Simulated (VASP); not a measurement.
# VAgSe2 (R-3m) in VASP: single point with PBE+U

Aim: the single point of VAgSe2 with PBE+U.

Everything below comes from runs of VASP 6.6.1. Logs are shortened: lines on timing, memory, paths and dates and some standing lists are left out, and cuts for length are marked.

**1. The cell of the first run**

It takes space group R-3m (No. 166, trigonal). Conventional cell: a = 3.893 Å, b = 3.893 Å, c = 21.200 Å, α = 90.00°, β = 90.00°, γ = 120.00°. Within 4.2 Å of Ag (site symmetry -3m) lie 6 Se at 3.09 Å and 6 Ag at 3.89 Å and 6 V at 4.19 Å. V (site symmetry -3m) has 6 Se at 2.65 Å within 3.5 Å. Se (site symmetry 3m) has 3 V at 2.65 Å and 3 Ag at 3.09 Å and 3 Se at 3.61 Å within 3.7 Å.

**2. Single point, PBE+U, collinear spin, ferromagnetic start**

The input, INCAR:

```
PREC = Accurate
ENCUT = 520
EDIFF = 1E-6
ISMEAR = 0
SIGMA = 0.05
LREAL = False
LASPH = True
NELM = 150
ALGO = Normal
ISIF = 2
LWAVE = False
LCHARG = False
ISPIN = 2
MAGMOM = 0 2 0 0
LORBIT = 11
LMAXMIX = 4
LDAU = True
LDAUTYPE = 2
LDAUL = -1 2 -1
LDAUU = 0 6 0
LDAUJ = 0 0 0
LDAUPRINT = 1
GGA = PE
NBANDS = 30
```

The input, KPOINTS:

```
regular mesh
0
Gamma
  6 6 6
```

The input, POSCAR:

```
VAgSe2
1.0
    1.9465168400      1.1238220200      7.0665989100
   -1.9465168400      1.1238220200      7.0665989100
    0.0000000000     -2.2476440400      7.0665989100
Ag V Se
1 1 2
Direct
    0.5000000000      0.5000000000      0.5000000000
    0.0000000000      0.0000000000      0.0000000000
    0.2667000000      0.2667000000      0.2667000000
    0.7333000000      0.7333000000      0.7333000000
```

Potentials or basis: VASP PAW PBE potentials, release 64 (Ag, V_sv, Se).

Started as:

```bash
> cat potpaw_PBE.64/Ag/POTCAR potpaw_PBE.64/V_sv/POTCAR potpaw_PBE.64/Se/POTCAR > POTCAR
> mpirun -np 1 vasp_std > vasp.out
```

OUTCAR:

```text
PREC = Accurate
   ENCUT = 520
   EDIFF = 1E-6
   ISMEAR = 0
   LREAL = False
   LASPH = True
   NELM = 150
   ISIF = 2
   ISPIN = 2
   LORBIT = 11
   GGA = PE

 ion  position               nearest neighbor table
   1  0.500  0.500  0.500-   3 3.09   4 3.09   3 3.09   3 3.09   4 3.09   4 3.09
   2  0.000  0.000  0.000-   4 2.65   3 2.65   4 2.65   4 2.65   3 2.65   3 2.65
   3  0.267  0.267  0.267-   2 2.65   2 2.65   2 2.65   1 3.09   1 3.09   1 3.09
   4  0.733  0.733  0.733-   2 2.65   2 2.65   2 2.65   1 3.09   1 3.09   1 3.09

  LATTYP: Found a trigonal (rhomboedric) cell.
 ALAT       =     7.4154382133
 COS(alpha) =     0.8621925539

  Lattice vectors:

 A1 = (   1.9465168400,   1.1238220200,   7.0665989100)
 A2 = (  -1.9465168400,   1.1238220200,   7.0665989100)
 A3 = (   0.0000000000,  -2.2476440400,   7.0665989100)

Analysis of symmetry for initial positions (statically):
=====================================================================
 Subroutine PRICEL returns:
 Original cell was already a primitive cell.

 Routine SETGRP: Setting up the symmetry group for a
 trigonal (rhombohedral) supercell.

 Subroutine GETGRP returns: Found 12 space group operations
 (whereof 12 operations were pure point group operations)
 out of a pool of 12 trial point group operations.

The static configuration has the point symmetry D_3d.

Analysis of symmetry for dynamics (positions and initial velocities):
=====================================================================
 Subroutine PRICEL returns:
 Original cell was already a primitive cell.

 Routine SETGRP: Setting up the symmetry group for a
 trigonal (rhombohedral) supercell.

 Subroutine GETGRP returns: Found 12 space group operations
 (whereof 12 operations were pure point group operations)
 out of a pool of 12 trial point group operations.

The dynamic configuration has the point symmetry D_3d.

Analysis of structural, dynamic, and magnetic symmetry:
=====================================================================
 Subroutine PRICEL returns:
 Original cell was already a primitive cell.

 Routine SETGRP: Setting up the symmetry group for a
 trigonal (rhombohedral) supercell.

 Subroutine GETGRP returns: Found 12 space group operations
 (whereof 12 operations were pure point group operations)
 out of a pool of 12 trial point group operations.

The overall configuration has the point symmetry D_3d.

 Subroutine INISYM returns: Found 12 space group operations
 (whereof 12 operations are pure point group operations),
 and found     1 'primitive' translations

----------------------------------------------------------------------------------------

                                     Primitive cell

  volume of cell :      92.7507

  direct lattice vectors                    reciprocal lattice vectors
     1.946516840  1.123822020  7.066598910     0.256869085  0.148303436  0.047170264
    -1.946516840  1.123822020  7.066598910    -0.256869085  0.148303436  0.047170264
     0.000000000 -2.247644040  7.066598910     0.000000000 -0.296606871  0.047170264

  length of vectors
     7.415438213  7.415438213  7.415438213     0.300334263  0.300334263  0.300334264

  position of ions in fractional coordinates (direct lattice)
[... 78 lines left out ...]
   LNONCOLLINEAR =      F non collinear calculations
   LSORBIT =      F    spin-orbit coupling
   LASPH  =      T    aspherical Exc in radial PAW
   ENCUT  =  520.0 eV  38.22 Ry    6.18 a.u.  13.79 13.79 13.79*2*pi/ulx,y,z
   NELM   =    150;   NELMIN=  2; NELMDL= -5     # of ELM steps
   EDIFF  = 0.1E-05   stopping-criterion for ELM
   LREAL  =      F    real-space projection
   EDIFFG = 0.1E-04   stopping-criterion for IOM
   NSW    =      0    number of steps for IOM
   IBRION =     -1    ionic relax: 0-MD 1-quasi-New 2-CG
   NFREE  =      0    steps in history (QN), initial steepest desc. (CG)
   ISIF   =      2    stress and relaxation
   ISYM   =      2    0-nonsym 1-usesym 2-fastsym
   POTIM  = 0.5000    time-step for ionic-motion
   TEBEG  =    0.0;   TEEND  =   0.0 temperature during run
   PSTRESS=    0.0 pullay stress
   NELECT =      36.0000    total number of electrons
   NUPDOWN=      -1.0000    fix difference up-down
   EMIN   =  10.00;   EMAX   =-10.00  energy-range for DOS
   EFERMI =   0.00;   METHOD = LEGACY
   ISMEAR =     0;   SIGMA  =   0.05  broadening in eV -4-tet -1-fermi 0-gaus
   EFERMI_NEDOS =   21; number of points for ismear=-14 and -15
   IALGO  =     38    algorithm
   IMIX   =      4    mixing-type and parameters
     AMIX     =   0.40;   BMIX     =  1.00
     AMIX_MAG =   1.60;   BMIX_MAG =  1.00
  volume/ion in A,a.u.               =      23.19       156.48
  Fermi-wavevector in a.u.,A,eV,Ry     =   1.194180  2.256673 19.402811  1.426066
  Thomas-Fermi vector in A             =   2.330177
   LORBIT       =     11    0 simple, 1 ext, 2 COOP (PROOUT), +10 PAW based schemes
 LDA+U is selected, type is set to LDAUTYPE =  2
   angular momentum for each species LDAUL =    -1    2   -1
   U (eV)           for each species LDAUU =   0.0  6.0  0.0
   J (eV)           for each species LDAUJ =   0.0  0.0  0.0
   GGA     = PE    functional components
   LHFCALC =     F    Hartree Fock is set to
   AEXX    =    0.0000 exact exchange contribution
   IVDW    =     0    specifies the selected vdW correction
   LEPSILON=     F    determine dielectric tensor
   LRPA    =     F    only Hartree local field effects (RPA)
 spin polarized calculation
 Gauss-broadening in eV      SIGMA  =   0.05
  energy-cutoff  :      520.00
  volume of cell :       92.75
 maximum number of plane-waves:      2516
   NGX = 27   NGY = 27   NGZ = 27

atom =   2  type =  2  l = 2

 onsite density matrix

spin component  1

  0.6185  0.0000 -0.0000 -0.3536  0.0000
  0.0000  0.3802  0.0000 -0.0000 -0.3536
 -0.0000  0.0000  0.8475  0.0000 -0.0000
 -0.3536 -0.0000  0.0000  0.3802  0.0000
  0.0000 -0.3536 -0.0000  0.0000  0.6185

spin component  2

  0.0394  0.0000 -0.0000  0.0339 -0.0000
  0.0000  0.0557 -0.0000  0.0000  0.0339
 -0.0000 -0.0000  0.0110 -0.0000 -0.0000
  0.0339  0.0000 -0.0000  0.0557 -0.0000
 -0.0000  0.0339 -0.0000 -0.0000  0.0394

 occupancies and eigenvectors

  o =  0.0110  v =  0.0000  0.0000  0.0000  0.0000  0.0000  0.0000  0.0000 -1.0000  0.0000 -0.0000      0.0000  0.0000  0.0000  0.0000  0.0000  0.0000  0.0000  0.0000  0.0000  0.0000
  o =  0.0127  v =  0.0000  0.0000  0.0000  0.0000  0.0000  0.0000 -0.6189 -0.0000  0.0000  0.7855      0.0000  0.0000  0.0000  0.0000  0.0000  0.0000  0.0000  0.0000  0.0000  0.0000
  o =  0.0127  v =  0.0000  0.0000  0.0000  0.0000  0.0000 -0.7855  0.0000 -0.0000  0.6189 -0.0000      0.0000  0.0000  0.0000  0.0000  0.0000  0.0000  0.0000  0.0000  0.0000  0.0000
  o =  0.0825  v =  0.0000  0.0000  0.0000  0.0000  0.0000  0.0000 -0.7855  0.0000  0.0000 -0.6189      0.0000  0.0000  0.0000  0.0000  0.0000  0.0000  0.0000  0.0000  0.0000  0.0000
  o =  0.0825  v =  0.0000  0.0000  0.0000  0.0000  0.0000 -0.6189  0.0000  0.0000 -0.7855  0.0000      0.0000  0.0000  0.0000  0.0000  0.0000  0.0000  0.0000  0.0000  0.0000  0.0000
  o =  0.1262  v = -0.0000  0.8122  0.0000 -0.0000  0.5834  0.0000  0.0000  0.0000  0.0000  0.0000      0.0000  0.0000  0.0000  0.0000  0.0000  0.0000  0.0000  0.0000  0.0000  0.0000
  o =  0.1262  v =  0.5834  0.0000  0.0000  0.8122  0.0000  0.0000  0.0000  0.0000  0.0000  0.0000      0.0000  0.0000  0.0000  0.0000  0.0000  0.0000  0.0000  0.0000  0.0000  0.0000
  o =  0.8475  v = -0.0000  0.0000 -1.0000  0.0000 -0.0000  0.0000  0.0000  0.0000  0.0000  0.0000      0.0000  0.0000  0.0000  0.0000  0.0000  0.0000  0.0000  0.0000  0.0000  0.0000
  o =  0.8725  v = -0.0000 -0.5834 -0.0000  0.0000  0.8122  0.0000  0.0000  0.0000  0.0000  0.0000      0.0000  0.0000  0.0000  0.0000  0.0000  0.0000  0.0000  0.0000  0.0000  0.0000
  o =  0.8725  v =  0.8122 -0.0000 -0.0000 -0.5834  0.0000  0.0000  0.0000  0.0000  0.0000  0.0000      0.0000  0.0000  0.0000  0.0000  0.0000  0.0000  0.0000  0.0000  0.0000  0.0000

 number of electron      35.9999993 magnetization       2.6577276

 Free energy of the ion-electron system (eV)
  ---------------------------------------------------
  ext. energy  EPLUGINS =         0.00000000
  ---------------------------------------------------
  free energy    TOTEN  =       -16.15261215 eV

  energy without entropy =      -16.14631410  energy(sigma->0) =      -16.14946312

 E-fermi :   3.5079     XC(G=0):  -9.8638

 val. band max:        3.4982366335   @ k =   0.5000   0.3333   0.3333
 cond. band min:       3.5162595083   @ k =   0.5000   0.3333   0.3333
 fundamental gap:      0.0180228748
 Fermi energy:         3.5078969214

 spin component 1

 k-point     1 :       0.0000    0.0000    0.0000
  band No.  band energies     occupation
      1     -60.1864      1.00000
      2     -34.0808      1.00000
      3     -34.0692      1.00000
      4     -34.0692      1.00000
      5      -9.1360      1.00000
      6      -8.1023      1.00000
[... 1577 lines left out ...]
     29      14.0492      0.00000
     30      14.2842      0.00000

 [... further k-points ...]
[... 5 lines left out ...]
  --------------------------------------------------------------------------------------
  -------------------------------------------------------------------------------------
  Total        0.3683262      0.3683262     -1.8922690      0.0000000     -0.0000000      0.0000000
  in kB        6.3624706      6.3624706    -32.6870760      0.0000000     -0.0000000      0.0000000
  external PRESSURE =      -6.6540449 kB  Pullay stress =       0.0000000 kB

 VOLUME and BASIS-vectors are now :
 -----------------------------------------------------------------------------
  energy-cutoff  :      520.00
  volume of cell :       92.75
      direct lattice vectors                 reciprocal lattice vectors
     1.946516840  1.123822020  7.066598910     0.256869085  0.148303436  0.047170264
    -1.946516840  1.123822020  7.066598910    -0.256869085  0.148303436  0.047170264
     0.000000000 -2.247644040  7.066598910     0.000000000 -0.296606871  0.047170264

 POSITION                                       TOTAL-FORCE (eV/Angst)
 -----------------------------------------------------------------------------------
      0.00000      0.00000     10.59990        -0.000000     -0.000000     -0.000000
      0.00000      0.00000      0.00000         0.000000      0.000000     -0.000000
      0.00000      0.00000      5.65399         0.000000      0.000000     -1.203310
      0.00000      0.00000     15.54581         0.000000      0.000000      1.203310
 -----------------------------------------------------------------------------------
    total drift:                               -0.000000     -0.000000      0.000000

  FREE ENERGIE OF THE ION-ELECTRON SYSTEM (eV)
  ---------------------------------------------------
  free  energy   TOTEN  =       -16.1526121501 eV

  energy  without entropy=      -16.1463140998  energy(sigma->0) =      -16.14946312

 total charge

# of ion       s       p       d       tot
------------------------------------------
    1        0.226   0.115   9.278   9.620
    2        2.192   6.114   3.026  11.332
    3        1.459   2.345   0.021   3.825
    4        1.459   2.345   0.021   3.825
--------------------------------------------------
tot          5.335  10.920  12.346  28.601

 magnetization (x)

# of ion       s       p       d       tot
------------------------------------------
    1        0.012  -0.002  -0.023  -0.013
    2        0.034   0.017   2.631   2.682
    3       -0.005  -0.107   0.006  -0.106
    4       -0.005  -0.107   0.006  -0.106
--------------------------------------------------
tot          0.037  -0.199   2.620   2.458
```

It took 19 min on 1 thread of Intel Xeon Platinum 8259CL at 2.50GHz (Skylake/Cascade Lake), shared host; peak memory 0.64 GiB.

What came out:

```yaml
Free_energy: -16.1526 eV
Pressure: -0.7 GPa
Largest_force: 1.203 eV/Å
Net_moment: 2.66 μB per cell
Site_moments: Ag -0.01; V +2.68; Se -0.11 μB
Valence_electrons_inside_the_program's_atomic_spheres: Ag 9.62; V 11.33; Se 3.83
```

Forces in eV/Å, atoms in the order of the input:
```
Ag   0.000  0.000  0.000
V    0.000  0.000  0.000
Se   0.000  0.000 -1.203
Se   0.000  0.000  1.203
```

Eigenvalues of the final occupation matrices:
```
    site  spin  trace               eigenvalues
site 2 d     1   2.84  0.13 0.13 0.85 0.87 0.87
site 2 d     2   0.20  0.01 0.01 0.01 0.08 0.08
```

Caveat: forces of over 1 eV/Å act on the atoms, so gaps and moduli don't describe the material at rest. The state reached can hang on the start; a lower one may exist.
